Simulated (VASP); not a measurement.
Write the native input for VASP 6.6.1 that does the following.

```
Task                   : relaxation of cell and atoms
Functional             : PBE
Potentials or basis    : VASP PAW PBE potentials, release 64 (Zn, O)
Cutoff                 : 600 eV
k mesh                 : 12 × 12 × 6
Occupations            : gaussian, width 0.02 eV
Spin                   : no spin polarisation
Dipole correction      : no
Further INCAR settings : ALGO = Normal; EDIFF = 1e-07; IBRION = 2; EDIFFG = -0.005; NSW = 100; ISIF = 3
```

The structure of ZnO lies in POSCAR:

```
ZnO
1.0
    3.2373510200      0.0000000000      0.0000000000
   -1.6186755100      2.8036282300      0.0000000000
    0.0000000000      0.0000000000      5.2220613000
Zn O
2 2
Direct
    0.6666666700      0.3333333300      0.5005917000
    0.3333333300      0.6666666700      0.0005917000
    0.6666666700      0.3333333300      0.8797183000
    0.3333333300      0.6666666700      0.3797183000
```

These files were run (other wordings do the same):

INCAR

```
SYSTEM = ZnO
PREC = Accurate
ENCUT = 600
EDIFF = 1E-7
ISMEAR = 0
SIGMA = 0.02
LREAL = .FALSE.
LASPH = .TRUE.
NELM = 80
ALGO = Normal
ISIF = 3
LWAVE = .FALSE.
LCHARG = .FALSE.
GGA = PE
IBRION = 2
NSW = 100
EDIFFG = -0.005
```

KPOINTS

```
Automatic mesh
0
G
  12 12 6
  0 0 0
```

Potentials or basis: VASP PAW PBE potentials, release 64 (Zn, O).

The run is started by

```console
$ cat potpaw_PBE.64/Zn/POTCAR potpaw_PBE.64/O/POTCAR > POTCAR
$ mpirun -np 1 vasp_std > vasp.out
```

It gave:

```
Relaxed volume                         : 12.40 Å³/atom
Relaxed cell                           : a = 3.286 Å, b = 3.286 Å, c = 5.302 Å, α = 90.00°, β = 90.00°, γ = 120.00°
Space group after relaxing (to 0.05 Å) : P6_3mc (No. 186)
Energy gained by relaxing              : 10.6 meV/atom
Ionic steps                            : 3
Pressure after relaxing                : 0.0 GPa
Band gap on the k mesh                 : 0.72 eV, direct
```

Wall time 2.9 min on 1 thread of Intel Xeon 6975P-C, on a shared host, peak memory 0.24 GiB.
